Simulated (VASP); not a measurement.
# BAs in VASP: notebook

BAs is run at these levels: PBE; tasks: single point.

Everything below comes from runs of VASP 6.6.1. Logs are shortened: lines on timing, memory, paths and dates and some standing lists are left out, and cuts for length are marked.

### 1 The cell of the first run

Symmetry: F-43m, No. 216, cubic system. The conventional cell has a = 4.777 Å, b = 4.777 Å, c = 4.777 Å, α = 90.00°, β = 90.00°, γ = 90.00°. Within 2.7 Å of B (site symmetry -43m) lie 4 As at 2.07 Å. As (site symmetry -43m) has 4 B at 2.07 Å within 2.7 Å.

### 2 Single point, PBE

INCAR

```
PREC = Accurate
ENCUT = 520
EDIFF = 1E-7
ISMEAR = 0
SIGMA = 0.02
LREAL = F
LASPH = T
NELM = 60
ALGO = Normal
ISIF = 2
LWAVE = F
LCHARG = T
GGA = PE
LELF = T
LVHAR = T
NBANDS = 11
```

KPOINTS

```
Automatic mesh
0
Gamma
  8 8 8
```

POSCAR

```
BAs
1.0
    0.0000000000      2.3885000000      2.3885000000
    2.3885000000      0.0000000000      2.3885000000
    2.3885000000      2.3885000000      0.0000000000
B As
1 1
Direct
    0.0000000000      0.0000000000      0.0000000000
    0.2500000000      0.2500000000      0.2500000000
```

Potentials or basis: VASP PAW PBE potentials, release 64 (B, As).

On the command line:

```
> cat potpaw_PBE.64/B/POTCAR potpaw_PBE.64/As/POTCAR > POTCAR
> mpirun -np 1 vasp_std > vasp.out
```

OUTCAR:

```text
PREC = Accurate
   ENCUT = 520
   EDIFF = 1E-7
   ISMEAR = 0
   LREAL = F
   LASPH = T
   NELM = 60
   ISIF = 2
   GGA = PE

 ion  position               nearest neighbor table
   1  0.000  0.000  0.000-   2 2.07   2 2.07   2 2.07   2 2.07
   2  0.250  0.250  0.250-   1 2.07   1 2.07   1 2.07   1 2.07

  LATTYP: Found a face centered cubic cell.
 ALAT       =     4.7770000000

  Lattice vectors:

 A1 = (   0.0000000000,   2.3885000000,   2.3885000000)
 A2 = (   2.3885000000,   0.0000000000,   2.3885000000)
 A3 = (   2.3885000000,   2.3885000000,   0.0000000000)

Analysis of symmetry for initial positions (statically):
=====================================================================
 Subroutine PRICEL returns:
 Original cell was already a primitive cell.

 Routine SETGRP: Setting up the symmetry group for a
 face centered cubic supercell.

 Subroutine GETGRP returns: Found 24 space group operations
 (whereof 24 operations were pure point group operations)
 out of a pool of 48 trial point group operations.

The static configuration has the point symmetry T_d .

Analysis of symmetry for dynamics (positions and initial velocities):
=====================================================================
 Subroutine PRICEL returns:
 Original cell was already a primitive cell.

 Routine SETGRP: Setting up the symmetry group for a
 face centered cubic supercell.

 Subroutine GETGRP returns: Found 24 space group operations
 (whereof 24 operations were pure point group operations)
 out of a pool of 48 trial point group operations.

The dynamic configuration has the point symmetry T_d .

 Subroutine INISYM returns: Found 24 space group operations
 (whereof 24 operations are pure point group operations),
 and found     1 'primitive' translations

----------------------------------------------------------------------------------------

                                     Primitive cell

  volume of cell :      27.2525

  direct lattice vectors                    reciprocal lattice vectors
     0.000000000  2.388500000  2.388500000    -0.209336404  0.209336404  0.209336404
     2.388500000  0.000000000  2.388500000     0.209336404 -0.209336404  0.209336404
     2.388500000  2.388500000  0.000000000     0.209336404  0.209336404 -0.209336404

  length of vectors
     3.377849094  3.377849094  3.377849094     0.362581287  0.362581287  0.362581287

  position of ions in fractional coordinates (direct lattice)
     0.000000000  0.000000000  0.000000000
     0.250000000  0.250000000  0.250000000

  ion indices of the primitive-cell ions
   primitive index   ion index
                 1           1
                 2           2

----------------------------------------------------------------------------------------

 KPOINTS: Automatic mesh

Automatic generation of k-mesh.
 Grid dimensions read from file:
 generate k-points for:    8    8    8

 Generating k-lattice:

  Cartesian coordinates                     Fractional coordinates (reciprocal lattice)
    -0.026167050  0.026167050  0.026167050     0.125000000  0.000000000  0.000000000
     0.026167050 -0.026167050  0.026167050     0.000000000  0.125000000  0.000000000
     0.026167050  0.026167050 -0.026167050     0.000000000  0.000000000  0.125000000

  Length of vectors
     0.045322661  0.045322661  0.045322661

  Shift w.r.t. Gamma in fractional coordinates (k-lattice)
     0.000000000  0.000000000  0.000000000

 Subroutine IBZKPT returns following result:
 ===========================================

 Found     29 irreducible k-points:

 Following reciprocal coordinates:
            Coordinates               Weight
  0.000000  0.000000  0.000000      1.000000
  0.125000  0.000000  0.000000      8.000000
  0.250000  0.000000  0.000000      8.000000
  0.375000  0.000000  0.000000      8.000000
  0.500000  0.000000  0.000000      4.000000
  0.125000  0.125000  0.000000      6.000000
[... 16 lines left out ...]
  0.500000  0.250000  0.125000     48.000000
 -0.375000  0.250000  0.125000     24.000000
 [... further k-points ...]
   k-points           NKPTS =     29   k-points in BZ     NKDIM =     29   number of bands    NBANDS=     11
   number of dos      NEDOS =    301   number of ions     NIONS =      2
   total plane-waves  NPLWV =  21952
   dimension x,y,z NGX =    28 NGY =   28 NGZ =   28
   dimension x,y,z NGXF=    56 NGYF=   56 NGZF=   56
   ions per type =               1   1
   NGX,Y,Z   is equivalent  to a cutoff of  13.78, 13.78, 13.78 a.u.
   NGXF,Y,Z  is equivalent  to a cutoff of  27.56, 27.56, 27.56 a.u.
 SYSTEM =  unknown system
   PREC   = accura    normal or accurate (medium, high low for compatibility)
   ISTART =      0    job   : 0-new  1-cont  2-samecut
   ICHARG =      2    charge: 1-file 2-atom 10-const
   ISPIN  =      1    spin polarized calculation?
   LNONCOLLINEAR =      F non collinear calculations
   LSORBIT =      F    spin-orbit coupling
[... 37 lines left out ...]
  volume of cell :       27.25
 maximum number of plane-waves:       754
 NGX is ok and might be reduce to    28
   NGX = 13   NGY = 13   NGZ = 13

 number of electron       8.0000000 magnetization

 Free energy of the ion-electron system (eV)
  ---------------------------------------------------
  ext. energy  EPLUGINS =         0.00000000
  ---------------------------------------------------
  free energy    TOTEN  =       -11.40421527 eV

  energy without entropy =      -11.40421527  energy(sigma->0) =      -11.40421527

 E-fermi :   6.2505     XC(G=0): -10.5838

 val. band max:        6.1270936320   @ k =   0.0000   0.0000   0.0000
 cond. band min:       7.3159533847   @ k =   0.3750   0.3750   0.0000
 fundamental gap:      1.1888597528
 Fermi energy:         6.2504665042

 k-point     1 :       0.0000    0.0000    0.0000
  band No.  band energies     occupation
      1      -9.2744      2.00000
      2       6.1271      2.00000
      3       6.1271      2.00000
      4       6.1271      2.00000
      5       9.4032      0.00000
      6       9.4032      0.00000
      7       9.4032      0.00000
      8      10.8140      0.00000
      9      15.7098      0.00000
     10      19.0770      0.00000
     11      19.0770      0.00000

 k-point     2 :       0.1250    0.0000    0.0000
  band No.  band energies     occupation
      1      -9.0184      2.00000
      2       4.1621      2.00000
      3       5.6887      2.00000
      4       5.6887      2.00000
      5       9.5215      0.00000
      6       9.9801      0.00000
      7       9.9801      0.00000
      8      12.0867      0.00000
      9      16.6585      0.00000
     10      17.7418      0.00000
     11      17.7418      0.00000

 k-point     3 :       0.2500    0.0000    0.0000
  band No.  band energies     occupation
      1      -8.2729      2.00000
      2       1.1878      2.00000
      3       4.9778      2.00000
      4       4.9778      2.00000
      5       9.1930      0.00000
      6      10.7786      0.00000
      7      10.7786      0.00000
      8      14.0258      0.00000
      9      17.3555      0.00000
     10      17.3555      0.00000
     11      17.4230      0.00000

 k-point     4 :       0.3750    0.0000    0.0000
  band No.  band energies     occupation
      1      -7.1659      2.00000
      2      -1.3930      2.00000
      3       4.4783      2.00000
      4       4.4783      2.00000
      5       8.9161      0.00000
      6      10.9568      0.00000
      7      10.9568      0.00000
      8      14.9543      0.00000
      9      17.9473      0.00000
     10      18.8112      0.00000
     11      18.8112      0.00000
[... 239 lines left out ...]
 k-point    22 :       0.3750    0.2500    0.1250
  band No.  band energies     occupation
      1      -7.6208      2.00000
      2       0.9289      2.00000
      3       2.4102      2.00000
      4       4.1049      2.00000
      5       9.3542      0.00000
      6      11.3500      0.00000
      7      12.0692      0.00000
      8      13.3139      0.00000
      9      16.8586      0.00000
     10      19.4636      0.00000
     11      20.3315      0.00000

 k-point    23 :       0.5000    0.2500    0.1250
  band No.  band energies     occupation
      1      -6.5522      2.00000
      2      -1.0370      2.00000
      3       1.6884      2.00000
      4       3.3897      2.00000
      5       9.9765      0.00000
      6      11.1913      0.00000
      7      12.6541      0.00000
      8      14.1972      0.00000
      9      17.5408      0.00000
     10      19.4699      0.00000
     11      21.6333      0.00000

 k-point    24 :      -0.3750    0.2500    0.1250
  band No.  band energies     occupation
      1      -5.8288      2.00000
      2      -2.1637      2.00000
      3       1.5663      2.00000
      4       3.0537      2.00000
      5      10.0941      0.00000
      6      10.8890      0.00000
      7      13.5850      0.00000
      8      15.1525      0.00000
      9      16.4836      0.00000
     10      20.3144      0.00000
     11      21.3731      0.00000

 [... further k-points ...]

------------------------ aborting loop because EDIFF is reached ----------------------------------------

  FORCE on cell =-STRESS in cart. coord.  units (eV):
  Direction    XX          YY          ZZ          XY          YZ          ZX
  --------------------------------------------------------------------------------------
  -------------------------------------------------------------------------------------
  Total        0.5835516      0.5835516      0.5835516      0.0000000      0.0000000     -0.0000000
  in kB       34.3071065     34.3071065     34.3071065      0.0000000      0.0000000     -0.0000000
  external PRESSURE =      34.3071065 kB  Pullay stress =       0.0000000 kB

 VOLUME and BASIS-vectors are now :
 -----------------------------------------------------------------------------
  energy-cutoff  :      520.00
  volume of cell :       27.25
      direct lattice vectors                 reciprocal lattice vectors
     0.000000000  2.388500000  2.388500000    -0.209336404  0.209336404  0.209336404
     2.388500000  0.000000000  2.388500000     0.209336404 -0.209336404  0.209336404
     2.388500000  2.388500000  0.000000000     0.209336404  0.209336404 -0.209336404

 POSITION                                       TOTAL-FORCE (eV/Angst)
 -----------------------------------------------------------------------------------
      0.00000      0.00000      0.00000        -0.000000     -0.000000      0.000000
      1.19425      1.19425      1.19425         0.000000      0.000000     -0.000000
 -----------------------------------------------------------------------------------
    total drift:                               -0.000000     -0.000000     -0.000000

  FREE ENERGIE OF THE ION-ELECTRON SYSTEM (eV)
  ---------------------------------------------------
  free  energy   TOTEN  =       -11.4042152678 eV

  energy  without entropy=      -11.4042152678  energy(sigma->0) =      -11.40421527
```

It took 9 s on 1 thread of Intel Xeon Platinum 8488C (Sapphire Rapids), shared host; peak memory 0.16 GiB.

Results:

| Item | Value |
| --- | --- |
| Free energy | -11.4042 eV |
| Pressure | 3.4 GPa |
| Band gap on the k mesh | 1.19 eV, indirect (least direct gap 3.28 eV) |

A k mesh can miss the band edges.

### 3 Single point, PBE

This run uses another cell than the first one, of 12.82 Å³/atom, 0.941 times its volume.

INCAR

```
  PREC = Accurate
  ENCUT = 520
  EDIFF = 1E-7
  ISMEAR = 0
  SIGMA = 0.02
  LREAL = False
  LASPH = True
  NELM = 80
  ALGO = Normal
  ISIF = 2
  LWAVE = False
  LCHARG = False
  GGA = PE
  NBANDS = 11
```

KPOINTS is that of step 2.

POSCAR

```
BAs
1.0
    0.0000000000      2.3168450000      2.3885000000
    2.3168450000      0.0000000000      2.3885000000
    2.3168450000      2.3168450000      0.0000000000
B As
1 1
Direct
    0.0000000000      0.0000000000      0.0000000000
    0.2500000000      0.2500000000      0.2500000000
```

Potentials or basis: VASP PAW PBE potentials, release 64 (B, As).

On the command line:

```
> cat potpaw_PBE.64/B/POTCAR potpaw_PBE.64/As/POTCAR > POTCAR
> mpirun -np 1 vasp_std > vasp.out
```

Wall time 17 s (1 thread of Intel Xeon Platinum 8488C (Sapphire Rapids), shared host); peak memory 0.16 GiB.

Results (log left out):

```
Free energy            : -11.3103 eV
Pressure               : 13.5 GPa
Band gap on the k mesh : 0.89 eV, indirect (least direct gap 3.19 eV)
```

Stress tensor (GPa, compression positive):
```
15.77  0.00  0.00
 0.00 15.77  0.00
 0.00  0.00  8.86
```

Levels at points of the mesh, in eV from the valence-band top:
```csv
k point,band 2,band 3,band 4,band 5,band 6,band 7
"(0.00, 0.00, 0.00)",-0.32,0.00,0.00,3.19,3.19,3.39
"(0.50, 0.00, 0.00)",-9.35,-2.23,-1.84,2.88,4.68,4.89
"(0.50, 0.50, 0.00)",-9.16,-4.24,-4.24,1.48,1.56,11.84
"(0.50, 0.00, 0.50)",-8.90,-4.57,-4.52,1.12,1.14,11.57
```

A k mesh can miss the band edges. Expect the measured gap to be larger: semilocal functionals such as PBE lack the derivative discontinuity.

### 4 Single point, PBE

This run uses another cell than the first one, of 13.09 Å³/atom, 0.960 times its volume.

INCAR

```
ALGO = Normal ; EDIFF = 1E-6
ENCUT = 520 ; GGA = PE
ISIF = 2 ; ISMEAR = 0
LASPH = T ; LCHARG = F
LREAL = F ; LWAVE = F
NBANDS = 11 ; NELM = 60
PREC = Accurate ; SIGMA = 0.02
```

KPOINTS

```
k-points
0
Gamma
  8 8 8
```

POSCAR

```
BAs
1.0
    0.0000000000      2.3407300000      2.3885000000
    2.3407300000      0.0000000000      2.3885000000
    2.3407300000      2.3407300000      0.0000000000
B As
1 1
Direct
    0.0000000000      0.0000000000      0.0000000000
    0.2500000000      0.2500000000      0.2500000000
```

On the command line:

```
> cat potpaw_PBE.64/B/POTCAR potpaw_PBE.64/As/POTCAR > POTCAR
> mpirun -np 1 vasp_std > vasp.out
```

Run time: 16 s. Hardware: 1 thread of Intel Xeon Platinum 8488C (Sapphire Rapids), shared host; peak memory 0.16 GiB.

The run converged. Its results:

```
Free energy            : -11.3552 eV
Pressure               : 9.8 GPa
Band gap on the k mesh : 0.99 eV, indirect (least direct gap 3.22 eV)
```

Stress tensor (GPa, compression positive):
```
11.30  0.00  0.00
 0.00 11.30  0.00
 0.00  0.00  6.86
```

Levels at points of the mesh, in eV from the valence-band top:
| k point | band 2 | band 3 | band 4 | band 5 | band 6 | band 7 |
| --- | --- | --- | --- | --- | --- | --- |
| (0.00, 0.00, 0.00) | -0.21 | 0.00 | 0.00 | 3.22 | 3.22 | 3.35 |
| (0.50, 0.00, 0.00) | -9.16 | -2.09 | -1.83 | 2.83 | 4.70 | 4.85 |
| (0.50, 0.50, 0.00) | -8.94 | -4.19 | -4.19 | 1.46 | 1.51 | 11.68 |
| (0.50, 0.00, 0.50) | -8.77 | -4.40 | -4.37 | 1.23 | 1.25 | 11.52 |

A k mesh can miss the band edges.

### 5 Single point, PBE

This run uses another cell than the first one, of 13.36 Å³/atom, 0.980 times its volume.

INCAR

```
SYSTEM = BAs
PREC = Accurate ; ENCUT = 520
EDIFF = 1E-7 ; ISMEAR = 0
SIGMA = 0.02 ; LREAL = .False.
LASPH = .True. ; NELM = 100
ALGO = Normal ; ISIF = 2
LWAVE = .False. ; LCHARG = .False.
GGA = PE ; NBANDS = 11
```

KPOINTS

```
regular mesh
0
Gamma
  8 8 8
  0 0 0
```

POSCAR

```
BAs
1.0
    0.0000000000      2.3646150000      2.3885000000
    2.3646150000      0.0000000000      2.3885000000
    2.3646150000      2.3646150000      0.0000000000
B As
1 1
Direct
    0.0000000000      0.0000000000      0.0000000000
    0.2500000000      0.2500000000      0.2500000000
```

On the command line:

```
> cat potpaw_PBE.64/B/POTCAR potpaw_PBE.64/As/POTCAR > POTCAR
> mpirun -np 1 vasp_std > vasp.out
```

Run time: 15 s. Hardware: 1 thread of Intel Xeon Platinum 8488C (Sapphire Rapids), shared host; peak memory 0.16 GiB.

The run converged. Its results:

- Free energy: -11.3862 eV
- Pressure: 6.5 GPa
- Band gap on the k mesh: 1.09 eV, indirect (least direct gap 3.25 eV)

Stress tensor (GPa, compression positive):
```
7.20 0.00 0.00
0.00 7.20 0.00
0.00 0.00 5.06
```

Levels at points of the mesh, in eV from the valence-band top:
```csv
k point,band 1,band 2,band 3,band 4,band 5,band 6,band 7,band 8
"(0.00, 0.00, 0.00)",-15.62,-0.10,0.00,0.00,3.25,3.25,3.31,4.91
"(0.50, 0.00, 0.00)",-12.67,-8.97,-1.95,-1.83,2.77,4.73,4.81,8.87
"(0.50, 0.50, 0.00)",-11.38,-8.73,-4.13,-4.13,1.44,1.48,11.52,11.52
"(0.50, 0.00, 0.50)",-11.30,-8.65,-4.24,-4.22,1.33,1.35,11.45,11.60
```

### 6 Single point, PBE

This run uses another cell than the first one, of 13.90 Å³/atom, 1.020 times its volume.

INCAR

```
SYSTEM = BAs
PREC = Accurate ; ENCUT = 520
EDIFF = 1E-7 ; ISMEAR = 0
SIGMA = 0.02 ; LREAL = .FALSE.
LASPH = .TRUE. ; NELM = 80
ALGO = Normal ; ISIF = 2
LWAVE = .FALSE. ; LCHARG = .FALSE.
GGA = PE ; NBANDS = 11
```

KPOINTS

```
regular mesh
0
G
  8 8 8
  0 0 0
```

POSCAR

```
BAs
1.0
    0.0000000000      2.4123850000      2.3885000000
    2.4123850000      0.0000000000      2.3885000000
    2.4123850000      2.4123850000      0.0000000000
B As
1 1
Direct
    0.0000000000      0.0000000000      0.0000000000
    0.2500000000      0.2500000000      0.2500000000
```

Potentials or basis: VASP PAW PBE potentials, release 64 (B, As).

On the command line:

```
> cat potpaw_PBE.64/B/POTCAR potpaw_PBE.64/As/POTCAR > POTCAR
> mpirun -np 1 vasp_std > vasp.out
```

It took 14 s on 1 thread of Intel Xeon Platinum 8488C (Sapphire Rapids), shared host; peak memory 0.16 GiB.

Results (log left out):

* Free energy: -11.4101 eV
* Pressure: 0.6 GPa
* Band gap on the k mesh: 1.06 eV, indirect (least direct gap 3.15 eV)

Stress tensor (GPa, compression positive):
```
-0.02  0.00  0.00
 0.00 -0.02  0.00
 0.00  0.00  1.96
```

Levels at points of the mesh, in eV from the valence-band top:
| k point | band 1 | band 2 | band 3 | band 4 | band 5 | band 6 | band 7 | band 8 |
| --- | --- | --- | --- | --- | --- | --- | --- | --- |
| (0.00, 0.00, 0.00) | -15.28 | -0.09 | -0.09 | 0.00 | 3.15 | 3.21 | 3.21 | 4.37 |
| (0.50, 0.00, 0.00) | -12.48 | -8.71 | -1.91 | -1.79 | 2.51 | 4.65 | 4.74 | 8.76 |
| (0.50, 0.50, 0.00) | -11.15 | -8.43 | -4.12 | -4.12 | 1.31 | 1.32 | 11.12 | 11.12 |
| (0.50, 0.00, 0.50) | -11.22 | -8.51 | -4.04 | -4.02 | 1.43 | 1.44 | 11.04 | 11.17 |

A k mesh can miss the band edges. Expect the measured gap to be larger: semilocal functionals such as PBE lack the derivative discontinuity.

### 7 The runs side by side

```csv
cell,gap on the mesh (eV),pressure (GPa)
"a = 3.378 Å, angles 60.0°, 2 atoms",1.19,3.4
"a = 3.328, b = 3.328, c = 3.277 Å, angles 60.5, 60.5, 59.0°, 2 atoms",0.89,13.5
"a = 3.344, b = 3.344, c = 3.310 Å, angles 60.3, 60.3, 59.3°, 2 atoms",0.99,9.8
"a = 3.361, b = 3.361, c = 3.344 Å, angles 60.2, 60.2, 59.7°, 2 atoms",1.09,6.5
"a = 3.395, b = 3.395, c = 3.412 Å, angles 59.8, 59.8, 60.3°, 2 atoms",1.06,0.6
```

Alike in all rows: task single point; level PBE; potentials or basis VASP PAW PBE potentials, release 64 (B, As); no spin polarisation; k mesh 8 × 8 × 8; cutoff (eV) 520; smearing gaussian 0.02 eV.

Absolute energies hang on the potentials; compare differences alone.
